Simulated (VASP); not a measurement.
CuO2:

```
Cu O
1.0
     0.00000    2.44415    2.44415
     2.44415    0.00000    2.44415
     2.44415    2.44415    0.00000
Cu O
1 2
Direct
  0.00000 0.00000 0.00000
  0.25000 0.25000 0.25000
  0.75000 0.75000 0.75000
```

| Item | Value |
| --- | --- |
| Program | VASP 6.6.1 |
| Task | relaxation of cell and atoms |
| Functional | PBE |
| Potentials or basis | VASP PAW PBE potentials, release 64 (Cu_sv_GW, O) |
| Cutoff | 700 eV |
| k mesh | 14 × 14 × 14 |
| Occupations | gaussian, width 0.1 eV |
| Spin | no spin polarisation |
| Hubbard terms | Cu d U = 4.0 eV |

At the start: pressure -6.7 GPa; volume 9.73 Å³/atom.

Q: Where does the relaxation end?

A: Over 3 steps the energy falls by 8.7 meV/atom and the volume is 9.33 Å³/atom (-4.1 %); space group Fm-3m (No. 225, to 0.1 Å) before and after.

Step by step:
| step | energy change (eV) | largest force (eV/Å) | pressure (GPa) | volume (Å³) |
| --- | --- | --- | --- | --- |
| 1 | 0.0000 | 0.0000 | -6.69 | 29.20 |
| 2 | -0.0215 | 0.0000 | 3.04 | 27.52 |
| 3 | -0.0262 | 0.0000 | 0.04 | 28.00 |

Final structure:
```
CELL_PARAMETERS angstrom
0.00000 2.41004 2.41004
2.41004 0.00000 2.41004
2.41004 2.41004 0.00000
ATOMIC_POSITIONS crystal
Cu 0.00000 0.00000 0.00000
O 0.25000 0.25000 0.25000
O 0.75000 0.75000 0.75000
```

Caveat: an odd number of electrons without spin polarisation forces a metal; a magnetic or distorted state may lie lower; U without spin polarisation on a metal has little footing.
